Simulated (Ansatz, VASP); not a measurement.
## Si3Ag in VASP and in Ansatz

```
Si Ag
1.0
     0.00000    3.19524    3.19524
     3.19524    0.00000    3.19524
     3.19524    3.19524    0.00000
Si Ag
3 1
Direct
  0.00000 0.00000 0.00000
  0.25000 0.25000 0.25000
  0.75000 0.75000 0.75000
  0.50000 0.50000 0.50000
```

Alike in both runs: task relaxation of cell and atoms; functional PBE; k mesh 12 × 12 × 12; occupations gaussian, width 0.1 eV; no spin polarisation.

|  | VASP | Ansatz |
| --- | --- | --- |
| version | VASP 6.6.1 | Ansatz 0.2.0 |
| potentials or method | VASP PAW PBE potentials, release 64 (Si, Ag), cutoff 600 eV | scalar-relativistic, plane waves, PAW |
| valence electrons in the cell | 23 | 31 |

```tsv
	VASP	Ansatz	Ansatz less VASP
gap on the k mesh at the Fermi level, each at its own relaxed structure (eV)	none	none	-
relaxed volume (Å³/atom)	16.28	16.28	+0.001
relaxed length of the cell vector where the two differ most in proportion (Å)	4.516	4.516	0.0000
```

A gap of «none» marks a metal or a gap that the smearing closes. VASP's potentials hold 23 valence electrons a cell and Ansatz's 31, so a difference there can come from the potentials and not from the codes.
